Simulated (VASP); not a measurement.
Input of a VASP 6.6.1 run:

INCAR

```
SYSTEM = BAs
PREC     = Accurate       ! precision mode
ENCUT    = 520            ! plane-wave cutoff, eV
EDIFF    = 1E-7           ! SCF threshold, eV
ISMEAR   = -1             ! smearing method
SIGMA    = 0.05           ! smearing width, eV
LREAL    = .FALSE.        ! projectors in reciprocal space
LASPH    = .TRUE.         ! aspherical terms in the spheres
NELM     = 60             ! most SCF steps
ALGO     = Normal         ! electronic algorithm
ISIF     = 2              ! what is computed and relaxed
LWAVE    = .FALSE.        ! write WAVECAR
LCHARG   = .FALSE.        ! write CHGCAR
GGA      = B5             ! functional
ALDAX    = 1.0          
AGGAX    = 1.0          
AGGAC    = 1.0          
ALDAC    = 0.0          
NBANDS   = 11             ! bands
```

File KPOINTS:

```
Automatic mesh
0
G
  12 8 6
  0 0 0
```

The input POSCAR:

```
BAs
1.0
    3.2101615136      0.0000000000      0.0000000000
    0.0000000000      2.7412958734      0.0000000000
    0.0000000000      0.0000000000      3.2108956241
B As
1 1
Direct
    0.0000000000      0.5000000000      0.0000000000
    0.5000000000      0.5000000000      0.5000000000
```

Potentials or basis: VASP PAW PBE potentials, release 64 (B, As).

Command:

```sh
$ cat potpaw_PBE.64/B/POTCAR potpaw_PBE.64/As/POTCAR > POTCAR
$ mpirun -np 1 vasp_std > vasp.out
```

**Question.** What does it give for the band gap on the k mesh?

**Answer.** Zero (bands 4 and 5 overlap by 5.71 eV).

**Question.** Predict the pressure.

**Answer.** 0.4 GPa.

Stress tensor (GPa, compression positive):
```
0.49 0.00 0.00
0.00 0.22 0.00
0.00 0.00 0.50
```

Caveat: the PAW data sets were made with another functional, which shifts forces and pressure a little.
